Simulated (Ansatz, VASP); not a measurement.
Be in VASP and in Ansatz

Contents of INCAR:

```
ALGO     = Normal         # electronic algorithm
EDIFF    = 1E-6           # SCF threshold, eV
ENCUT    = 520            # plane-wave cutoff, eV
GGA      = PS             # functional
ISIF     = 2              # what is computed and relaxed
ISMEAR   = -1             # smearing method
LASPH    = T              # aspherical terms in the spheres
LCHARG   = F              # write CHGCAR
LREAL    = F              # projectors in reciprocal space
LWAVE    = F              # write WAVECAR
NBANDS   = 7              # bands
NELM     = 80             # most SCF steps
PREC     = Accurate       # precision mode
SIGMA    = 0.03           # smearing width, eV
```

The input KPOINTS:

```
k-points
0
Gamma
  23 23 23
```

Contents of POSCAR:

```
Be
1.0
   -1.2155273228      1.2155273228      1.2531209513
    1.2155273228     -1.2155273228      1.2531209513
    1.2155273228      1.2155273228     -1.2531209513
Be
1
Direct
    0.0000000000      0.0000000000      0.0000000000
```

Input for Ansatz:

```yaml
crystal:
  lattice:
    - [-1.2155273228, 1.2155273228, 1.2531209513]
    - [1.2155273228, -1.2155273228, 1.2531209513]
    - [1.2155273228, 1.2155273228, -1.2531209513]
  atoms:
    - { symbol: Be, position: [0.0, 0.0, 0.0] }
kpoints:
  mp_grid: { grid: [23, 23, 23] }
  band_path:
    path:
      - [0.0, 0.0, 0.0]
      - [0.0, 0.0, 0.5]
      - [0.25, 0.25, 0.25]
      - [0.0, 0.5, 0.0]
      - [0.0, 0.0, 0.0]
      - [0.5, 0.5, -0.5]
      - [0.485225, 0.514775, -0.485225]
      - [-0.485225, 0.485225, 0.485225]
      - [0.0, 0.0, 0.0]
    npoints: 5
scf:
  occupations: { method: fermi_dirac, width: 0.03 }
hamiltonian:
  xc: pbesol
  pseudopotentials: { kind: all_electron, lapw: { basis_error: 0.00025 } }
output:
  forces: true
  stress: true
  eigenvalues: true
```

Change from the starting cell: equal xx and yy strain of -3 %.

Alike in both runs: task single point; functional PBEsol; k mesh 23 × 23 × 23; occupations fermi-dirac, width 0.03 eV; no spin polarisation.

|  | VASP | Ansatz |
| --- | --- | --- |
| version | VASP 6.6.1 | Ansatz 0.2.0 |
| potentials or method | VASP PAW PBE potentials, release 64 (Be), cutoff 520 eV | all-electron LAPW, scalar-relativistic |

```csv
,VASP,Ansatz,Ansatz less VASP
pressure (GPa),6.5,5.9,-0.56
"traceless stress, the component that is largest in VASP (GPa)",-0.43,-0.42,+0.004
```

VASP's potentials were made for PBE, not for PBEsol. Ansatz ran all-electron here, and VASP with PAW potentials.
